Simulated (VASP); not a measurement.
# NiO (P4mm) in VASP: a series of runs

NiO is run at these levels: PBE; tasks: single point, relaxation of cell and atoms.

All numbers are computed with VASP 6.6.1; they aren't measurements. Logs are shortened: lines on timing, memory, paths and dates and some standing lists are left out, and cuts for length are marked.

## (1) The cell of the first run

Symmetry: P4mm, No. 99, tetragonal system. Conventional cell: a = 2.728 Å, b = 2.728 Å, c = 2.829 Å, α = 90.00°, β = 90.00°, γ = 90.00°. Ni (site symmetry 4mm) has 8 O at 2.19 to 2.63 Å and 6 Ni at 2.73 to 2.83 Å within 2.9 Å. O (site symmetry 4mm) has 8 Ni at 2.19 to 2.63 Å and 6 O at 2.73 to 2.83 Å within 2.9 Å.

## (2) Single point, PBE, collinear spin, ferromagnetic start

Input file INCAR:

```
ALGO = Normal
EDIFF = 1E-6
ENCUT = 520
GGA = PE
ISIF = 2
ISMEAR = 0
ISPIN = 2
LASPH = T
LCHARG = F
LMAXMIX = 4
LORBIT = 11
LREAL = F
LWAVE = F
MAGMOM = 2 0
NBANDS = 19
NELM = 150
PREC = Accurate
SIGMA = 0.1
```

Input file KPOINTS:

```
k-points
0
Gamma
  6 6 6
```

Input file POSCAR:

```
NiO
1.0
    2.7281770500      0.0000000000      0.0000000000
    0.0000000000      2.7281770500      0.0000000000
    0.0000000000      0.0000000000      2.8294410500
Ni O
1 1
Direct
    0.0000000000      0.0000000000      0.5575353300
    0.5000000000      0.5000000000      0.9234059100
```

Potentials or basis: VASP PAW PBE potentials, release 64 (Ni, O).

On the command line:

```sh
> cat potpaw_PBE.64/Ni/POTCAR potpaw_PBE.64/O/POTCAR > POTCAR
> mpirun -np 1 vasp_std > vasp.out
```

OUTCAR:

```text
EDIFF = 1E-6
   ENCUT = 520
   GGA = PE
   ISIF = 2
   ISMEAR = 0
   ISPIN = 2
   LASPH = T
   LORBIT = 11
   LREAL = F
   NELM = 150
   PREC = Accurate

 ion  position               nearest neighbor table
   1  0.000  0.000  0.558-   2 2.19   2 2.19   2 2.19   2 2.19
   2  0.500  0.500  0.923-   1 2.19   1 2.19   1 2.19   1 2.19

  LATTYP: Found a simple tetragonal cell.
 ALAT       =     2.7281770500
 C/A-ratio  =     1.0371178256

  Lattice vectors:

 A1 = (   2.7281770500,   0.0000000000,   0.0000000000)
 A2 = (   0.0000000000,   2.7281770500,   0.0000000000)
 A3 = (   0.0000000000,   0.0000000000,   2.8294410500)

Analysis of symmetry for initial positions (statically):
=====================================================================
 Subroutine PRICEL returns:
 Original cell was already a primitive cell.

 Routine SETGRP: Setting up the symmetry group for a
 simple tetragonal supercell.

 Subroutine GETGRP returns: Found  8 space group operations
 (whereof  8 operations were pure point group operations)
 out of a pool of 16 trial point group operations.

The static configuration has the point symmetry C_4v.

Analysis of symmetry for dynamics (positions and initial velocities):
=====================================================================
 Subroutine PRICEL returns:
 Original cell was already a primitive cell.

 Routine SETGRP: Setting up the symmetry group for a
 simple tetragonal supercell.

 Subroutine GETGRP returns: Found  8 space group operations
 (whereof  8 operations were pure point group operations)
 out of a pool of 16 trial point group operations.

The dynamic configuration has the point symmetry C_4v.

Analysis of structural, dynamic, and magnetic symmetry:
=====================================================================
 Subroutine PRICEL returns:
 Original cell was already a primitive cell.

 Routine SETGRP: Setting up the symmetry group for a
 simple tetragonal supercell.

 Subroutine GETGRP returns: Found  8 space group operations
 (whereof  8 operations were pure point group operations)
 out of a pool of 16 trial point group operations.

The overall configuration has the point symmetry C_4v.

 Subroutine INISYM returns: Found  8 space group operations
 (whereof  8 operations are pure point group operations),
 and found     1 'primitive' translations

----------------------------------------------------------------------------------------

                                     Primitive cell

  volume of cell :      21.0594

  direct lattice vectors                    reciprocal lattice vectors
     2.728177050  0.000000000  0.000000000     0.366545126  0.000000000  0.000000000
     0.000000000  2.728177050  0.000000000     0.000000000  0.366545126  0.000000000
     0.000000000  0.000000000  2.829441050     0.000000000  0.000000000  0.353426695

  length of vectors
     2.728177050  2.728177050  2.829441050     0.366545126  0.366545126  0.353426695

  position of ions in fractional coordinates (direct lattice)
     0.000000000  0.000000000  0.557535330
     0.500000000  0.500000000  0.923405910

  ion indices of the primitive-cell ions
   primitive index   ion index
                 1           1
                 2           2

----------------------------------------------------------------------------------------

 KPOINTS: k-points

Automatic generation of k-mesh.
 Grid dimensions read from file:
 generate k-points for:    6    6    6

 Generating k-lattice:

  Cartesian coordinates                     Fractional coordinates (reciprocal lattice)
     0.061090854  0.000000000  0.000000000     0.166666667  0.000000000  0.000000000
     0.000000000  0.061090854  0.000000000     0.000000000  0.166666667  0.000000000
     0.000000000  0.000000000  0.058904449     0.000000000  0.000000000  0.166666667

  Length of vectors
     0.061090854  0.061090854  0.058904449

  Shift w.r.t. Gamma in fractional coordinates (k-lattice)
     0.000000000  0.000000000  0.000000000

 Subroutine IBZKPT returns following result:
 ===========================================

 Found     40 irreducible k-points:

 Following reciprocal coordinates:
            Coordinates               Weight
  0.000000  0.000000  0.000000      1.000000
  0.166667  0.000000  0.000000      4.000000
  0.333333  0.000000  0.000000      4.000000
  0.500000  0.000000  0.000000      2.000000
  0.166667  0.166667  0.000000      4.000000
  0.333333  0.166667  0.000000      8.000000
[... 16 lines left out ...]
  0.333333  0.000000  0.333333      8.000000
  0.500000  0.000000  0.333333      4.000000
 [... further k-points ...]
   k-points           NKPTS =     40   k-points in BZ     NKDIM =     40   number of bands    NBANDS=     19
   number of dos      NEDOS =    301   number of ions     NIONS =      2
   total plane-waves  NPLWV =   9600
   dimension x,y,z NGX =    20 NGY =   20 NGZ =   24
   dimension x,y,z NGXF=    40 NGYF=   40 NGZF=   48
   ions per type =               1   1
   NGX,Y,Z   is equivalent  to a cutoff of  12.19, 12.19, 14.10 a.u.
   NGXF,Y,Z  is equivalent  to a cutoff of  24.37, 24.37, 28.20 a.u.
 SYSTEM =  unknown system
   PREC   = accura    normal or accurate (medium, high low for compatibility)
   ISTART =      0    job   : 0-new  1-cont  2-samecut
   ICHARG =      2    charge: 1-file 2-atom 10-const
   ISPIN  =      2    spin polarized calculation?
   LNONCOLLINEAR =      F non collinear calculations
   LSORBIT =      F    spin-orbit coupling
   LASPH  =      T    aspherical Exc in radial PAW
   ENCUT  =  520.0 eV  38.22 Ry    6.18 a.u.   5.07  5.07  5.26*2*pi/ulx,y,z
   NELM   =    150;   NELMIN=  2; NELMDL= -5     # of ELM steps
   EDIFF  = 0.1E-05   stopping-criterion for ELM
   LREAL  =      F    real-space projection
   EDIFFG = 0.1E-04   stopping-criterion for IOM
   NSW    =      0    number of steps for IOM
   IBRION =     -1    ionic relax: 0-MD 1-quasi-New 2-CG
   NFREE  =      0    steps in history (QN), initial steepest desc. (CG)
   ISIF   =      2    stress and relaxation
   ISYM   =      2    0-nonsym 1-usesym 2-fastsym
   POTIM  = 0.5000    time-step for ionic-motion
   TEBEG  =    0.0;   TEEND  =   0.0 temperature during run
   PSTRESS=    0.0 pullay stress
   NELECT =      16.0000    total number of electrons
   NUPDOWN=      -1.0000    fix difference up-down
   EMIN   =  10.00;   EMAX   =-10.00  energy-range for DOS
   EFERMI =   0.00;   METHOD = LEGACY
   ISMEAR =     0;   SIGMA  =   0.10  broadening in eV -4-tet -1-fermi 0-gaus
   EFERMI_NEDOS =   21; number of points for ismear=-14 and -15
   IALGO  =     38    algorithm
   IMIX   =      4    mixing-type and parameters
     AMIX     =   0.40;   BMIX     =  1.00
     AMIX_MAG =   1.60;   BMIX_MAG =  1.00
  volume/ion in A,a.u.               =      10.53        71.06
  Fermi-wavevector in a.u.,A,eV,Ry     =   1.493824  2.822919 30.361559  2.231512
  Thomas-Fermi vector in A             =   2.606176
   LORBIT       =     11    0 simple, 1 ext, 2 COOP (PROOUT), +10 PAW based schemes
   GGA     = PE    functional components
   LHFCALC =     F    Hartree Fock is set to
   AEXX    =    0.0000 exact exchange contribution
   IVDW    =     0    specifies the selected vdW correction
   LEPSILON=     F    determine dielectric tensor
   LRPA    =     F    only Hartree local field effects (RPA)
 spin polarized calculation
 Gauss-broadening in eV      SIGMA  =   0.10
  energy-cutoff  :      520.00
  volume of cell :       21.06
 maximum number of plane-waves:       580
   NGX = 11   NGY = 11   NGZ = 11

 number of electron      16.0000011 magnetization       2.0012941

 Free energy of the ion-electron system (eV)
  ---------------------------------------------------
  ext. energy  EPLUGINS =         0.00000000
  ---------------------------------------------------
  free energy    TOTEN  =       -10.42681840 eV

  energy without entropy =      -10.41671114  energy(sigma->0) =      -10.42176477

 E-fermi :   5.6281     XC(G=0): -11.9424

 val. band max:        5.6079034291   @ k =   0.1667   0.0000   0.5000
 cond. band min:       5.6403976639   @ k =   0.1667   0.1667   0.5000
 fundamental gap:      0.0324942347
 Fermi energy:         5.6280751856

 spin component 1

 k-point     1 :       0.0000    0.0000    0.0000
  band No.  band energies     occupation
      1     -13.4076      1.00000
      2       1.7244      1.00000
      3       2.3813      1.00000
      4       2.8874      1.00000
      5       2.8874      1.00000
      6       3.5955      1.00000
[... 11 lines left out ...]
     18      35.3406      0.00000
     19      35.7462      0.00000

 k-point     2 :       0.1667    0.0000    0.0000
  band No.  band energies     occupation
      1     -13.2096      1.00000
      2       1.2020      1.00000
      3       1.9506      1.00000
      4       2.4955      1.00000
      5       3.0178      1.00000
      6       3.5656      1.00000
[... 11 lines left out ...]
     18      34.0084      0.00000
     19      36.2607      0.00000

 k-point     3 :       0.3333    0.0000    0.0000
  band No.  band energies     occupation
      1     -12.7722      1.00000
      2      -0.6050      1.00000
      3       2.0133      1.00000
      4       2.2689      1.00000
      5       3.0038      1.00000
      6       3.7148      1.00000
[... 11 lines left out ...]
     18      32.8871      0.00000
     19      37.1430      0.00000

 k-point     4 :       0.5000    0.0000    0.0000
  band No.  band energies     occupation
      1     -12.5284      1.00000
      2      -1.3893      1.00000
      3       1.8272      1.00000
      4       2.4949      1.00000
      5       2.7434      1.00000
      6       3.8760      1.00000
[... 407 lines left out ...]
     18      32.8448      0.00000
     19      38.3722      0.00000

 k-point    23 :       0.3333    0.0000    0.3333
  band No.  band energies     occupation
      1     -12.3980      1.00000
      2       0.0979      1.00000
      3       0.9129      1.00000
      4       2.3111      1.00000
      5       3.0437      1.00000
      6       3.5292      1.00000
[... 11 lines left out ...]
     18      35.0503      0.00000
     19      35.9154      0.00000

 k-point    24 :       0.5000    0.0000    0.3333
  band No.  band energies     occupation
      1     -12.2134      1.00000
      2      -0.3042      1.00000
      3       1.2042      1.00000
      4       2.2448      1.00000
      5       3.0525      1.00000
      6       3.6050      1.00000
[... 11 lines left out ...]
     18      32.9025      0.00000
     19      35.7249      0.00000

 [... further k-points ...]

 spin component 2

 k-point     1 :       0.0000    0.0000    0.0000
  band No.  band energies     occupation
      1     -12.5766      1.00000
      2       2.7018      1.00000
      3       3.5016      1.00000
      4       3.9601      1.00000
      5       3.9601      1.00000
      6       5.4094      0.99901
[... 11 lines left out ...]
     18      35.2635      0.00000
     19      36.1770      0.00000

 k-point     2 :       0.1667    0.0000    0.0000
  band No.  band energies     occupation
      1     -12.3612      1.00000
      2       1.9824      1.00000
      3       2.9484      1.00000
      4       3.7036      1.00000
      5       4.1436      1.00000
      6       4.8535      1.00000
[... 11 lines left out ...]
     18      34.1756      0.00000
     19      36.5538      0.00000

 k-point     3 :       0.3333    0.0000    0.0000
  band No.  band energies     occupation
      1     -11.8807      1.00000
      2      -0.0187      1.00000
      3       3.3019      1.00000
      4       3.3361      1.00000
      5       4.2435      1.00000
      6       4.9765      1.00000
[... 11 lines left out ...]
     18      33.2023      0.00000
     19      37.2229      0.00000

 k-point     4 :       0.5000    0.0000    0.0000
  band No.  band energies     occupation
      1     -11.6092      1.00000
      2      -0.8673      1.00000
      3       3.1336      1.00000
      4       3.6239      1.00000
      5       3.9487      1.00000
      6       5.4456      0.99506
[... 407 lines left out ...]
     18      32.9671      0.00000
     19      38.6972      0.00000

 k-point    23 :       0.3333    0.0000    0.3333
  band No.  band energies     occupation
      1     -11.4678      1.00000
      2       0.7473      1.00000
      3       1.6012      1.00000
      4       3.6216      1.00000
      5       4.2549      1.00000
      6       5.1231      1.00000
[... 11 lines left out ...]
     18      35.4293      0.00000
     19      36.1730      0.00000

 k-point    24 :       0.5000    0.0000    0.3333
  band No.  band energies     occupation
      1     -11.2632      1.00000
      2       0.3082      1.00000
      3       1.9181      1.00000
      4       3.6182      1.00000
      5       4.2020      1.00000
      6       5.0311      1.00000
[... 11 lines left out ...]
     18      33.2546      0.00000
     19      36.0330      0.00000

 [... further k-points ...]
[... 5 lines left out ...]
  --------------------------------------------------------------------------------------
  -------------------------------------------------------------------------------------
  Total       -2.2035000     -2.2035000     -2.3056452      0.0000000      0.0000000      0.0000000
  in kB     -167.6400872   -167.6400872   -175.4111914      0.0000000      0.0000000      0.0000000
  external PRESSURE =    -170.2304552 kB  Pullay stress =       0.0000000 kB

 VOLUME and BASIS-vectors are now :
 -----------------------------------------------------------------------------
  energy-cutoff  :      520.00
  volume of cell :       21.06
      direct lattice vectors                 reciprocal lattice vectors
     2.728177050  0.000000000  0.000000000     0.366545126  0.000000000  0.000000000
     0.000000000  2.728177050  0.000000000     0.000000000  0.366545126  0.000000000
     0.000000000  0.000000000  2.829441050     0.000000000  0.000000000  0.353426695

 POSITION                                       TOTAL-FORCE (eV/Angst)
 -----------------------------------------------------------------------------------
      0.00000      0.00000      1.57751        -0.000000      0.000000      0.866621
      1.36409      1.36409      2.61272         0.000000     -0.000000     -0.866621
 -----------------------------------------------------------------------------------
    total drift:                               -0.000000      0.000000     -0.000605

  FREE ENERGIE OF THE ION-ELECTRON SYSTEM (eV)
  ---------------------------------------------------
  free  energy   TOTEN  =       -10.4268183978 eV

  energy  without entropy=      -10.4167111408  energy(sigma->0) =      -10.42176477

 total charge

# of ion       s       p       d       tot
------------------------------------------
    1        0.292   0.291   8.203   8.786
    2        1.592   3.247   0.000   4.838
--------------------------------------------------
tot          1.884   3.538   8.203  13.624

 magnetization (x)

# of ion       s       p       d       tot
------------------------------------------
    1       -0.015  -0.004   1.448   1.429
    2        0.009   0.512   0.000   0.520
--------------------------------------------------
tot         -0.006   0.508   1.448   1.950
```

Run time: 36 s. Hardware: 1 thread of AMD EPYC 7R13 (Zen 3), shared host; peak memory 0.12 GiB.

What came out:

```yaml
Free_energy: -10.4268 eV
Pressure: -17.0 GPa
Largest_force: 0.867 eV/Å
Band_gap_on_the_k_mesh: zero (filled and empty bands overlap)
Net_moment: 2.00 μB per cell
Site_moments: Ni +1.43; O +0.52 μB
Valence_electrons_inside_the_program's_atomic_spheres: Ni 8.79; O 4.84
```

Forces in eV/Å, atoms in the order of the input:
```
Ni   0.000  0.000  0.867
O    0.000  0.000 -0.867
```

Stress tensor (GPa, compression positive):
```
-16.76   0.00   0.00
  0.00 -16.76   0.00
  0.00   0.00 -17.54
```

Caveat: the k points lie up to 0.38 Å⁻¹ apart; a cell with one magnetic atom can't hold antiferromagnetic order, which such compounds often take; semilocal functionals often make such compounds metallic where correlation or magnetic order opens a gap, which also shifts bond lengths.

## (3) Relaxation of cell and atoms, PBE, collinear spin, ferromagnetic start

Input file INCAR:

```
  ALGO = Normal
  EDIFF = 1E-6
  EDIFFG = -0.04
  ENCUT = 600
  GGA = PE
  IBRION = 2
  ISIF = 3
  ISMEAR = 0
  ISPIN = 2
  LASPH = T
  LCHARG = F
  LMAXMIX = 4
  LORBIT = 11
  LREAL = F
  LWAVE = F
  MAGMOM = 2 0
  NELM = 150
  NSW = 90
  PREC = Accurate
  SIGMA = 0.1
```

KPOINTS is that of step 2.

POSCAR is that of step 2.

Potentials or basis: VASP PAW PBE potentials, release 64 (Ni, O).

On the command line:

```sh
> cat potpaw_PBE.64/Ni/POTCAR potpaw_PBE.64/O/POTCAR > POTCAR
> mpirun -np 1 vasp_std > vasp.out
```

It took 11 min on 1 thread of AMD EPYC 7R13 (Zen 3), shared host; peak memory 0.14 GiB.

The run converged. Its results:

- Free energy: -11.3186 eV
- Relaxed volume: 11.20 Å³/atom
- Relaxed cell: a = 2.691 Å, b = 2.691 Å, c = 3.094 Å, α = 90.00°, β = 90.00°, γ = 90.00°
- Space group after relaxing (to 0.05 Å): P4mm (No. 99)
- Energy gained by relaxing: 445.4 meV/atom
- Ionic steps: 25
- Pressure after relaxing: 0.2 GPa
- Largest force after relaxing: 0.027 eV/Å
- Band gap on the k mesh: zero (filled and empty bands overlap)
- Net moment: 0.00 μB per cell
- Valence electrons inside the program's atomic spheres: Ni 9.24; O 4.99

Forces on the atoms (eV/Å):
```
Ni   0.000  0.000  0.027
O    0.000  0.000 -0.027
```

Stress tensor (GPa, compression positive):
```
 0.52  0.00  0.00
 0.00  0.52  0.00
 0.00  0.00 -0.31
```

The path:
```csv
step,energy change (eV),largest force (eV/Å),pressure (GPa),volume (Å³)
1,0.0000,0.8673,-17.16,21.06
2,-0.1641,0.4909,9.91,17.81
3,-0.1808,0.5137,2.40,18.48
4,-0.2191,0.7186,1.83,18.58
5,-0.4179,1.4320,-3.14,18.89
6,-0.5750,0.6908,-6.07,19.43
7,-0.5810,0.7328,-5.61,19.36
8,-0.5867,0.7109,-5.50,19.37
9,-0.6026,0.6517,-5.32,19.39
10,-0.6289,0.5493,-5.37,19.43
11,-0.6460,0.2392,-5.51,19.52
12,-0.6750,0.2155,-4.19,19.43
13,-0.7439,0.1483,0.29,19.16
14,-0.7814,0.0379,13.15,18.60
15,-0.7865,0.0592,9.44,18.74
16,-0.8078,0.0622,7.69,19.02
17,-0.8512,0.0805,2.99,19.87
18,-0.8777,0.1152,-3.11,21.59
19,-0.8870,0.0856,0.48,21.59
20,-0.8870,0.0832,0.74,21.59
21,-0.8879,0.0777,0.55,21.69
22,-0.8897,0.0604,-0.07,21.99
23,-0.8902,0.0309,-1.14,22.59
24,-0.8904,0.0392,-0.79,22.39
25,-0.8908,0.0267,0.24,22.40
```

Final structure:
```cif
data_structure
_symmetry_space_group_name_H-M 'P 1'
_symmetry_Int_Tables_number 1
_cell_length_a 2.6909
_cell_length_b 2.6909
_cell_length_c 3.0938
_cell_angle_alpha 90.000
_cell_angle_beta 90.000
_cell_angle_gamma 90.000
_cell_volume 22.40
loop_
_atom_site_label
_atom_site_type_symbol
_atom_site_fract_x
_atom_site_fract_y
_atom_site_fract_z
_atom_site_occupancy
Ni1 Ni 0.00000 0.00000 0.72620 1
O1 O 0.50000 0.50000 0.75474 1
```

Levels at points of the mesh, in eV from the Fermi level:
Spin up:
```
           k point  band 6  band 7  band 8  band 9  band 10  band 11
(0.00, 0.00, 0.00)   -2.31   -1.71   -0.91   -0.91     2.56    14.11
(0.50, 0.00, 0.00)   -0.85   -0.82    0.41    2.52     7.09     7.98
(0.50, 0.50, 0.00)   -1.51   -1.41   -0.85   -0.36     5.93    11.64
(0.00, 0.00, 0.50)   -1.69   -1.10   -1.10   -0.57     5.35     7.05
(0.50, 0.00, 0.50)   -1.00    0.08    0.20    2.54     3.74    11.63
(0.50, 0.50, 0.50)   -2.01   -0.84   -0.57   -0.37     8.47    10.07
```
Spin down:
```tsv
k point	band 6	band 7	band 8	band 9	band 10	band 11
(0.00, 0.00, 0.00)	-2.31	-1.71	-0.91	-0.91	2.56	14.11
(0.50, 0.00, 0.00)	-0.85	-0.82	0.41	2.52	7.09	7.98
(0.50, 0.50, 0.00)	-1.51	-1.41	-0.85	-0.36	5.93	11.64
(0.00, 0.00, 0.50)	-1.70	-1.10	-1.10	-0.57	5.35	7.05
(0.50, 0.00, 0.50)	-1.00	0.08	0.20	2.54	3.74	11.63
(0.50, 0.50, 0.50)	-2.01	-0.84	-0.57	-0.37	8.47	10.07
```

Caveat: the k points lie up to 0.39 Å⁻¹ apart in the final cell; the starting moments collapsed, and a magnetic state may lie lower; semilocal functionals often make such compounds metallic where correlation or magnetic order opens a gap, which also shifts bond lengths.
